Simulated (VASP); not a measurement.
# Ti3Al (P-6m2) in VASP: further runs

Ti3Al is run at these levels: LDA; tasks: single point, relaxation of cell and atoms.

Program: VASP 6.6.1. These are calculated values, not measurements. Logs are shortened: lines on timing, memory, paths and dates and some standing lists are left out, and cuts for length are marked.

## 1. The cell of the first run

It takes space group P-6m2 (No. 187, hexagonal). The conventional cell has a = 2.860 Å, b = 2.860 Å, c = 9.048 Å, α = 90.00°, β = 90.00°, γ = 120.00°. Within 3.7 Å of Ti (site symmetry -6m2) lie 12 Ti at 2.79 to 2.86 Å. Ti (site symmetry 3m) has 9 Ti at 2.79 to 2.86 Å and 3 Al at 2.81 Å within 3.7 Å. Al (site symmetry -6m2) has 6 Ti at 2.81 Å and 6 Al at 2.86 Å within 3.7 Å.

## 2. Single point, LDA

Input file INCAR:

```
SYSTEM = Ti3Al
PREC = Accurate
ENCUT = 520
EDIFF = 1E-6
ISMEAR = 0
SIGMA = 0.1
LREAL = .False.
LASPH = .True.
NELM = 100
ALGO = Normal
ISIF = 2
LWAVE = .False.
LCHARG = .False.
NBANDS = 28
```

Input file KPOINTS:

```
Automatic mesh
0
Gamma
  12 12 4
  0 0 0
```

Input file POSCAR:

```
Ti3Al
1.0
    2.8603930249      0.0000000000      0.0000000000
   -1.4301965124      2.4771730244      0.0000000000
    0.0000000000      0.0000000000      9.0481301724
Ti Al
3 1
Direct
    0.6666666667      0.3333333333      0.0000000000
    0.3333333333      0.6666666667      0.7515873833
    0.3333333333      0.6666666667      0.2484126167
    0.6666666667      0.3333333333      0.5000000000
```

Potentials or basis: VASP PAW LDA potentials, release 64 (Ti_sv, Al).

Started as:

```sh
$ cat potpaw_LDA.64/Ti_sv/POTCAR potpaw_LDA.64/Al/POTCAR > POTCAR
$ mpirun -np 1 vasp_std > vasp.out
```

OUTCAR:

```text
SYSTEM = Ti3Al
   PREC = Accurate
   ENCUT = 520
   EDIFF = 1E-6
   ISMEAR = 0
   LREAL = .False.
   LASPH = .True.
   NELM = 100
   ISIF = 2

 ion  position               nearest neighbor table
   1  0.667  0.333  0.000-   2 2.79   3 2.79   2 2.79   3 2.79   2 2.79   3 2.79
   2  0.333  0.667  0.752-   1 2.79   1 2.79   1 2.79   4 2.81   4 2.81   4 2.81
   3  0.333  0.667  0.248-   1 2.79   1 2.79   1 2.79   4 2.81   4 2.81   4 2.81
   4  0.667  0.333  0.500-   2 2.81   3 2.81   2 2.81   3 2.81   2 2.81   3 2.81

  LATTYP: Found a hexagonal cell.
 ALAT       =     2.8603930249
 C/A-ratio  =     3.1632471809

  Lattice vectors:

 A1 = (   2.8603930249,   0.0000000000,   0.0000000000)
 A2 = (  -1.4301965124,   2.4771730244,   0.0000000000)
 A3 = (   0.0000000000,   0.0000000000,   9.0481301724)

Analysis of symmetry for initial positions (statically):
=====================================================================
 Subroutine PRICEL returns:
 Original cell was already a primitive cell.

 Routine SETGRP: Setting up the symmetry group for a
 hexagonal supercell.

 Subroutine GETGRP returns: Found 12 space group operations
 (whereof 12 operations were pure point group operations)
 out of a pool of 24 trial point group operations.

The static configuration has the point symmetry D_3h.

Analysis of symmetry for dynamics (positions and initial velocities):
=====================================================================
 Subroutine PRICEL returns:
 Original cell was already a primitive cell.

 Routine SETGRP: Setting up the symmetry group for a
 hexagonal supercell.

 Subroutine GETGRP returns: Found 12 space group operations
 (whereof 12 operations were pure point group operations)
 out of a pool of 24 trial point group operations.

The dynamic configuration has the point symmetry D_3h.

 Subroutine INISYM returns: Found 12 space group operations
 (whereof 12 operations are pure point group operations),
 and found     1 'primitive' translations

----------------------------------------------------------------------------------------

                                     Primitive cell

  volume of cell :      64.1122

  direct lattice vectors                    reciprocal lattice vectors
     2.860393025  0.000000000  0.000000000     0.349602307  0.201842986  0.000000000
    -1.430196512  2.477173024  0.000000000     0.000000000  0.403685972  0.000000000
     0.000000000  0.000000000  9.048130172     0.000000000  0.000000000  0.110520072

  length of vectors
     2.860393025  2.860393025  9.048130172     0.403685972  0.403685972  0.110520072

  position of ions in fractional coordinates (direct lattice)
     0.666666667  0.333333333  0.000000000
     0.333333333  0.666666667  0.751587383
     0.333333333  0.666666667  0.248412617
     0.666666667  0.333333333  0.500000000

  ion indices of the primitive-cell ions
   primitive index   ion index
                 1           1
                 2           2
                 3           3
                 4           4

----------------------------------------------------------------------------------------

 KPOINTS: Automatic mesh

Automatic generation of k-mesh.
 Grid dimensions read from file:
 generate k-points for:   12   12    4

 Generating k-lattice:

  Cartesian coordinates                     Fractional coordinates (reciprocal lattice)
     0.029133526  0.016820249  0.000000000     0.083333333  0.000000000  0.000000000
     0.000000000  0.033640498  0.000000000     0.000000000  0.083333333  0.000000000
     0.000000000  0.000000000  0.027630018     0.000000000  0.000000000  0.250000000

  Length of vectors
     0.033640498  0.033640498  0.027630018

  Shift w.r.t. Gamma in fractional coordinates (k-lattice)
     0.000000000  0.000000000  0.000000000

 Subroutine IBZKPT returns following result:
 ===========================================

 Found     57 irreducible k-points:

 Following reciprocal coordinates:
            Coordinates               Weight
  0.000000  0.000000  0.000000      1.000000
  0.083333  0.000000  0.000000      6.000000
  0.166667  0.000000  0.000000      6.000000
  0.250000  0.000000  0.000000      6.000000
  0.333333  0.000000  0.000000      6.000000
  0.416667  0.000000  0.000000      6.000000
[... 16 lines left out ...]
  0.250000  0.000000  0.250000     12.000000
  0.333333  0.000000  0.250000     12.000000
 [... further k-points ...]
   k-points           NKPTS =     57   k-points in BZ     NKDIM =     57   number of bands    NBANDS=     28
   number of dos      NEDOS =    301   number of ions     NIONS =      4
   total plane-waves  NPLWV =  40320
   dimension x,y,z NGX =    24 NGY =   24 NGZ =   70
   dimension x,y,z NGXF=    48 NGYF=   48 NGZF=  140
   ions per type =               3   1
   NGX,Y,Z   is equivalent  to a cutoff of  13.95, 13.95, 12.86 a.u.
   NGXF,Y,Z  is equivalent  to a cutoff of  27.90, 27.90, 25.72 a.u.
 SYSTEM =  Ti3Al
   PREC   = accura    normal or accurate (medium, high low for compatibility)
   ISTART =      0    job   : 0-new  1-cont  2-samecut
   ICHARG =      2    charge: 1-file 2-atom 10-const
   ISPIN  =      1    spin polarized calculation?
   LNONCOLLINEAR =      F non collinear calculations
   LSORBIT =      F    spin-orbit coupling
   LASPH  =      T    aspherical Exc in radial PAW
   ENCUT  =  520.0 eV  38.22 Ry    6.18 a.u.   5.32  5.32 16.82*2*pi/ulx,y,z
   NELM   =    100;   NELMIN=  2; NELMDL= -5     # of ELM steps
   EDIFF  = 0.1E-05   stopping-criterion for ELM
   LREAL  =      F    real-space projection
[... 7 lines left out ...]
   TEBEG  =    0.0;   TEEND  =   0.0 temperature during run
   PSTRESS=    0.0 pullay stress
   NELECT =      39.0000    total number of electrons
   NUPDOWN=      -1.0000    fix difference up-down
   EMIN   =  10.00;   EMAX   =-10.00  energy-range for DOS
   EFERMI =   0.00;   METHOD = LEGACY
   ISMEAR =     0;   SIGMA  =   0.10  broadening in eV -4-tet -1-fermi 0-gaus
   EFERMI_NEDOS =   21; number of points for ismear=-14 and -15
   IALGO  =     38    algorithm
   IMIX   =      4    mixing-type and parameters
     AMIX     =   0.40;   BMIX     =  1.00
     AMIX_MAG =   1.60;   BMIX_MAG =  1.00
  volume/ion in A,a.u.               =      16.03       108.16
  Fermi-wavevector in a.u.,A,eV,Ry     =   1.387127  2.621289 26.179241  1.924120
  Thomas-Fermi vector in A             =   2.511377
   LORBIT       =      0    0 simple, 1 ext, 2 COOP (PROOUT), +10 PAW based schemes
   GGA     = CA    functional components
   LHFCALC =     F    Hartree Fock is set to
   AEXX    =    0.0000 exact exchange contribution
   IVDW    =     0    specifies the selected vdW correction
   LEPSILON=     F    determine dielectric tensor
   LRPA    =     F    only Hartree local field effects (RPA)
 non-spin polarized calculation
 Gauss-broadening in eV      SIGMA  =   0.10
  energy-cutoff  :      520.00
  volume of cell :       64.11
 maximum number of plane-waves:      1746
 NGX is ok and might be reduce to    24
   NGX = 11   NGY = 11   NGZ = 33

 number of electron      39.0000007 magnetization

 Free energy of the ion-electron system (eV)
  ---------------------------------------------------
  ext. energy  EPLUGINS =         0.00000000
  ---------------------------------------------------
  free energy    TOTEN  =       -30.35299969 eV

  energy without entropy =      -30.33536774  energy(sigma->0) =      -30.34418371

 E-fermi :   8.4417     XC(G=0): -11.7486

 val. band max:        8.4233681514   @ k =   0.4167   0.0833   0.5000
 cond. band min:       8.4425870692   @ k =   0.0833   0.0833   0.0000
 fundamental gap:      0.0192189178
 Fermi energy:         8.4416946641

 k-point     1 :       0.0000    0.0000    0.0000
  band No.  band energies     occupation
      1     -47.4561      2.00000
      2     -47.3906      2.00000
      3     -47.3071      2.00000
      4     -24.4355      2.00000
      5     -24.1154      2.00000
      6     -23.7457      2.00000
[... 20 lines left out ...]
     27      10.6767      0.00000
     28      11.3585      0.00000

 k-point     2 :       0.0833    0.0000    0.0000
  band No.  band energies     occupation
      1     -47.4470      2.00000
      2     -47.3836      2.00000
      3     -47.3024      2.00000
      4     -24.4207      2.00000
      5     -24.1156      2.00000
      6     -23.7718      2.00000
[... 20 lines left out ...]
     27      10.6039      0.00000
     28      11.2869      0.00000

 k-point     3 :       0.1667    0.0000    0.0000
  band No.  band energies     occupation
      1     -47.4216      2.00000
      2     -47.3647      2.00000
      3     -47.2899      2.00000
      4     -24.3800      2.00000
      5     -24.1245      2.00000
      6     -23.8637      2.00000
[... 20 lines left out ...]
     27      10.5193      0.00000
     28      11.2005      0.00000

 k-point     4 :       0.2500    0.0000    0.0000
  band No.  band energies     occupation
      1     -47.3857      2.00000
      2     -47.3387      2.00000
      3     -47.2740      2.00000
      4     -24.3283      2.00000
      5     -24.1705      2.00000
      6     -23.9933      2.00000
[... 578 lines left out ...]
     27      10.4975      0.00000
     28      11.3003      0.00000

 k-point    23 :       0.2500    0.0000    0.2500
  band No.  band energies     occupation
      1     -47.3857      2.00000
      2     -47.3387      2.00000
      3     -47.2740      2.00000
      4     -24.3288      2.00000
      5     -24.1697      2.00000
      6     -23.9939      2.00000
[... 20 lines left out ...]
     27      10.8133      0.00000
     28      11.3725      0.00000

 k-point    24 :       0.3333    0.0000    0.2500
  band No.  band energies     occupation
      1     -47.3472      2.00000
      2     -47.3126      2.00000
      3     -47.2602      2.00000
      4     -24.3080      2.00000
      5     -24.2669      2.00000
      6     -24.1151      2.00000
[... 20 lines left out ...]
     27      11.4869      0.00000
     28      11.7535      0.00000

 [... further k-points ...]

------------------------ aborting loop because EDIFF is reached ----------------------------------------

  FORCE on cell =-STRESS in cart. coord.  units (eV):
  Direction    XX          YY          ZZ          XY          YZ          ZX
  --------------------------------------------------------------------------------------
  -------------------------------------------------------------------------------------
  Total       -0.0420090     -0.0420090     -0.0016920     -0.0000000      0.0000000      0.0000000
  in kB       -1.0498142     -1.0498142     -0.0422829     -0.0000000      0.0000000      0.0000000
  external PRESSURE =      -0.7139704 kB  Pullay stress =       0.0000000 kB

 VOLUME and BASIS-vectors are now :
 -----------------------------------------------------------------------------
  energy-cutoff  :      520.00
  volume of cell :       64.11
      direct lattice vectors                 reciprocal lattice vectors
     2.860393025  0.000000000  0.000000000     0.349602307  0.201842986  0.000000000
    -1.430196512  2.477173024  0.000000000     0.000000000  0.403685972  0.000000000
     0.000000000  0.000000000  9.048130172     0.000000000  0.000000000  0.110520072

 POSITION                                       TOTAL-FORCE (eV/Angst)
 -----------------------------------------------------------------------------------
      1.43020      0.82572      0.00000        -0.000000     -0.000000     -0.000000
     -0.00000      1.65145      6.80046         0.000000      0.000000      0.010253
     -0.00000      1.65145      2.24767        -0.000000      0.000000     -0.010253
      1.43020      0.82572      4.52407        -0.000000     -0.000000     -0.000000
 -----------------------------------------------------------------------------------
    total drift:                                0.000000     -0.000000      0.000000

  FREE ENERGIE OF THE ION-ELECTRON SYSTEM (eV)
  ---------------------------------------------------
  free  energy   TOTEN  =       -30.3529996939 eV

  energy  without entropy=      -30.3353677358  energy(sigma->0) =      -30.34418371
```

Run time: 55 s. Hardware: 1 thread of AMD EPYC 9R45 (Zen 5), shared host; peak memory 0.18 GiB.

What came out:

| Property | Result |
| --- | --- |
| Free energy | -30.3530 eV |
| Pressure | -0.1 GPa |
| Largest force | 0.010 eV/Å |
| Band gap on the k mesh | zero (an odd number of electrons rules out a gap without spin polarisation) |

Forces in eV/Å, atoms in the order of the input:
```
Ti   0.000  0.000  0.000
Ti   0.000  0.000  0.010
Ti   0.000  0.000 -0.010
Al   0.000  0.000  0.000
```

Stress tensor (GPa, compression positive):
```
-0.10  0.00  0.00
 0.00 -0.10  0.00
 0.00  0.00  0.00
```

## 3. Single point, LDA

Input file INCAR:

```
PREC = Accurate
ENCUT = 520
EDIFF = 1E-6
ISMEAR = -1
SIGMA = 0.15
LREAL = False
LASPH = True
NELM = 80
ALGO = Fast
ISIF = 2
LWAVE = False
LCHARG = False
NBANDS = 28
```

Input file KPOINTS:

```
Automatic mesh
0
Gamma
  12 12 4
```

Input file POSCAR:

```
Ti3Al
1.0
    2.8561102535      0.0000000000      0.0000000000
   -1.4280551267      2.4734640356      0.0000000000
    0.0000000000      0.0000000000      9.0898999871
Ti Al
3 1
Direct
    0.6666666667      0.3333333333      0.0000000000
    0.3333333333      0.6666666667      0.7505477248
    0.3333333333      0.6666666667      0.2494522752
    0.6666666667      0.3333333333      0.5000000000
```

Potentials or basis: VASP PAW LDA potentials, release 64 (Ti_sv, Al).

Started as:

```sh
$ cat potpaw_LDA.64/Ti_sv/POTCAR potpaw_LDA.64/Al/POTCAR > POTCAR
$ mpirun -np 1 vasp_std > vasp.out
```

It took 3 min on 1 thread of AMD EPYC 9R45 (Zen 5), shared host; peak memory 0.19 GiB.

Results (log left out):

| Quantity | Value |
| --- | --- |
| Free energy | -30.4989 eV |
| Pressure | 0.0 GPa |
| Largest force | 0.010 eV/Å |
| Band gap on the k mesh | zero (an odd number of electrons rules out a gap without spin polarisation) |

Forces on the atoms (eV/Å):
```
Ti   0.000  0.000  0.000
Ti   0.000  0.000  0.010
Ti   0.000  0.000 -0.010
Al   0.000  0.000  0.000
```

Stress tensor (GPa, compression positive):
```
-0.08  0.00  0.00
 0.00 -0.08  0.00
 0.00  0.00  0.02
```

Levels at points of the mesh, in eV from the Fermi level:
```tsv
k point	band 16	band 17	band 18	band 19	band 20	band 21	band 22	band 23	band 24	band 25
(0.00, 0.00, 0.00)	-2.60	-0.82	0.56	0.71	0.86	0.86	0.96	0.96	1.28	1.28
(0.50, 0.00, 0.00)	-2.20	-1.56	-1.35	-0.68	-0.31	0.96	1.14	1.24	1.86	2.63
(0.00, 0.00, 0.50)	-3.17	-1.10	0.48	0.74	0.86	0.86	0.95	0.95	1.29	1.29
(0.50, 0.00, 0.50)	-2.13	-1.62	-1.31	-1.04	0.13	0.92	0.96	1.11	1.98	2.83
```

## 4. Relaxation of cell and atoms, LDA

Input file INCAR:

```
PREC = Accurate
ENCUT = 600
EDIFF = 1E-6
ISMEAR = -1
SIGMA = 0.15
LREAL = False
LASPH = True
NELM = 100
ALGO = Fast
ISIF = 3
LWAVE = False
LCHARG = False
IBRION = 2
NSW = 80
EDIFFG = -0.001
```

Input file KPOINTS:

```
regular mesh
0
Gamma
  12 12 4
```

Input file POSCAR:

```
Ti3Al
1.0
    2.8603930249      0.0000000000      0.0000000000
   -1.4301965124      2.4771730244      0.0000000000
    0.0000000000      0.0000000000      9.0481301724
Ti Al
3 1
Direct
    0.6666666667      0.3333333333      0.0000000000
    0.3333333333      0.6666666667      0.7515873833
    0.3333333333      0.6666666667      0.2484126167
    0.6666666667      0.3333333333      0.5000000000
```

Started as:

```sh
$ cat potpaw_LDA.64/Ti_sv/POTCAR potpaw_LDA.64/Al/POTCAR > POTCAR
$ mpirun -np 1 vasp_std > vasp.out
```

It took 11 min on 1 thread of AMD EPYC 9R45 (Zen 5), shared host; peak memory 0.21 GiB.

It converged, with:

```
Free energy                           : -30.4978 eV
Relaxed volume                        : 16.05 Å³/atom
Relaxed cell                          : a = 2.855 Å, b = 2.855 Å, c = 9.093 Å, α = 90.00°, β = 90.00°, γ = 120.00°
Space group after relaxing (to 0.1 Å) : P-6m2 (No. 187)
Energy gained by relaxing             : 0.3 meV/atom
Ionic steps                           : 22
Pressure after relaxing               : 0.0 GPa
Band gap on the k mesh                : zero (an odd number of electrons rules out a gap without spin polarisation)
```

Step by step:
```csv
step,energy change (eV),largest force (eV/Å),pressure (GPa),volume (Å³)
1,0.0000,0.0537,0.23,64.11
2,-0.0009,0.0365,-0.20,64.33
3,-0.0009,0.0341,-0.24,64.35
4,-0.0012,0.0236,-0.01,64.19
5,-0.0012,0.0221,0.03,64.16
6,-0.0012,0.0203,0.04,64.15
7,-0.0013,0.0092,0.07,64.16
8,-0.0013,0.0019,0.06,64.17
9,-0.0013,0.0101,0.03,64.18
10,-0.0013,0.0009,0.03,64.17
11,-0.0013,0.0048,0.02,64.17
12,-0.0013,0.0031,0.02,64.17
13,-0.0013,0.0035,0.04,64.17
14,-0.0013,0.0006,-0.06,64.22
15,-0.0013,0.0018,-0.03,64.19
16,-0.0013,0.0015,0.02,64.19
17,-0.0013,0.0025,0.00,64.19
18,-0.0013,0.0024,0.00,64.19
19,-0.0013,0.0032,0.01,64.19
20,-0.0013,0.0033,0.02,64.19
21,-0.0013,0.0017,0.01,64.19
22,-0.0013,0.0004,0.01,64.19
```

Final structure:
```
Ti Al
1.0
     2.85522    0.00000    0.00000
    -1.42761    2.47269    0.00000
     0.00000    0.00000    9.09262
Ti Al
3 1
Direct
  0.66667 0.33333 0.00000
  0.33333 0.66667 0.75064
  0.33333 0.66667 0.24936
  0.66667 0.33333 0.50000
```

Levels at points of the mesh, in eV from the Fermi level:
```tsv
k point	band 16	band 17	band 18	band 19	band 20	band 21	band 22	band 23
(0.00, 0.00, 0.00)	-2.60	-0.82	0.56	0.71	0.86	0.86	0.96	0.96
(0.50, 0.00, 0.00)	-2.20	-1.56	-1.36	-0.68	-0.31	0.96	1.14	1.24
(0.00, 0.00, 0.50)	-3.18	-1.11	0.48	0.74	0.86	0.86	0.95	0.95
(0.50, 0.00, 0.50)	-2.14	-1.62	-1.31	-1.04	0.13	0.92	0.96	1.11
```

Caveat: the highest band is partly filled, so the run has too few bands.

## 5. The runs side by side

```tsv
task	cell	cutoff (eV)	smearing	gap on the mesh (eV)	pressure (GPa)	largest force (eV/Å)
single point	a = 2.860, b = 2.860, c = 9.048 Å, angles 90.0, 90.0, 120.0°, 4 atoms, atomic positions A	520	gaussian 0.1 eV	none	-0.1	0.01
single point	a = 2.856, b = 2.856, c = 9.090 Å, angles 90.0, 90.0, 120.0°, 4 atoms, atomic positions B	520	fermi-dirac 0.15 eV	none	0.0	0.01
relaxation of cell and atoms	relaxed from a = 2.860, b = 2.860, c = 9.048 Å, angles 90.0, 90.0, 120.0°, 4 atoms, atomic positions A	600	fermi-dirac 0.15 eV	none	0.0	-
```

Alike in all rows: level LDA; potentials or basis VASP PAW LDA potentials, release 64 (Ti_sv, Al); no spin polarisation; k mesh 12 × 12 × 4.

Caveats: the highest band is partly filled, so the run has too few bands (at least some runs).

Absolute energies hang on the potentials; compare differences alone.

The gap in the log of VASP goes by the Fermi energy; the results here count the filled bands.